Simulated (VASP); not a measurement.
## KMgF3: single point with PBE

The system is KMgF3.

```xyz
5
Lattice="3.9859 0.0000 0.0000 0.0000 3.9859 0.0000 0.0000 0.0000 3.9859" Properties=species:S:1:pos:R:3 pbc="T T T"
K     1.9929    1.9929    1.9929
Mg    0.0000    0.0000    0.0000
F     0.0000    0.0000    1.9929
F     0.0000    1.9929    0.0000
F     1.9929    0.0000    0.0000
```

```
Program                : VASP 6.6.1
Task                   : single point
Functional             : PBE
Potentials or basis    : VASP PAW PBE potentials, release 64 (K_sv, Mg, F)
Cutoff                 : 520 eV
k mesh                 : 7 × 7 × 7
Occupations            : fermi-dirac, width 0.05 eV
Spin                   : no spin polarisation
Dipole correction      : no
Further INCAR settings : ALGO = Normal; EDIFF = 1e-07; NBANDS = 24
```

```yaml
Pressure: 3.4 GPa
Band_gap_on_the_k_mesh: 7.34 eV, indirect (least direct gap 7.63 eV)
```

Levels at points of the mesh, in eV from the valence-band top:
```
           k point  band 12  band 13  band 14  band 15  band 16  band 17  band 18  band 19  band 20  band 21
(0.00, 0.00, 0.00)    -0.59    -0.59    -0.29    -0.29    -0.29     7.34    10.11    10.11    12.27    12.27
```

It took 19 s on 1 thread of Intel(R) Xeon(R) Platinum 8488C (Sapphire Rapids) (shared host), peak memory 0.18 GiB.

A k mesh can miss the band edges.
